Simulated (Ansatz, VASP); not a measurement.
BaIr3 in VASP and in Ansatz

The input INCAR:

```
ALGO     = Normal         # electronic algorithm
EDIFF    = 1E-6           # SCF threshold, eV
ENCUT    = 500            # plane-wave cutoff, eV
GGA      = PE             # functional
GGA_COMPAT= F            
ISIF     = 2              # what is computed and relaxed
ISMEAR   = 0              # smearing method
LASPH    = T              # aspherical terms in the spheres
LCHARG   = F              # write CHGCAR
LREAL    = F              # projectors in reciprocal space
LWAVE    = F              # write WAVECAR
NBANDS   = 38             # bands
NELM     = 120            # most SCF steps
PREC     = Accurate       # precision mode
SIGMA    = 0.05           # smearing width, eV
```

File KPOINTS:

```
k-points
0
Gamma
  8 8 8
```

The input POSCAR:

```
BaIr3
1.0
    4.1640511475      0.0000000000      0.0000000000
    0.0000000000      4.1640511475      0.0000000000
    0.0000000000      0.0000000000      4.1640511475
Ba Ir
1 3
Direct
    0.0000000000      0.0000000000      0.0000000000
    0.0000000000      0.5000000000      0.5000000000
    0.5000000000      0.5000000000      0.0000000000
    0.5000000000      0.0000000000      0.5000000000
```

Input for Ansatz:

```yaml
crystal:
  lattice:
    - [4.1640511475, 0.0, 0.0]
    - [0.0, 4.1640511475, 0.0]
    - [0.0, 0.0, 4.1640511475]
  atoms:
    - { symbol: Ba, position: [0.0, 0.0, 0.0] }
    - { symbol: Ir, position: [0.0, 0.5, 0.5] }
    - { symbol: Ir, position: [0.5, 0.5, 0.0] }
    - { symbol: Ir, position: [0.5, 0.0, 0.5] }
basis:
  ecutwfc: 420
  ecutrho_ratio: 4
kpoints:
  mp_grid: { grid: [8, 8, 8] }
hamiltonian:
  xc: pbe
scf:
  occupations: { method: gaussian, width: 0.05 }
output:
  forces: true
  stress: true
  eigenvalues: true
```

Alike in both runs: task single point; functional PBE; k mesh 8 × 8 × 8; occupations gaussian, width 0.05 eV; no spin polarisation.

|  | VASP | Ansatz |
| --- | --- | --- |
| version | VASP 6.6.1 | Ansatz 0.2.0 |
| potentials or method | VASP PAW PBE potentials, release 64 (Ba_sv, Ir_sv_GW), cutoff 500 eV | scalar-relativistic, plane waves, PAW |
| valence electrons in the cell | 61 | 61 |

|  | VASP | Ansatz | Ansatz less VASP |
| --- | --- | --- | --- |
| gap on the k mesh at the Fermi level (eV) | none | none | - |
| pressure (GPa) | 8.5 | 6.1 | -2.47 |

A gap of «none» marks a metal or a gap that the smearing closes.

Neither program's run includes spin-orbit coupling.
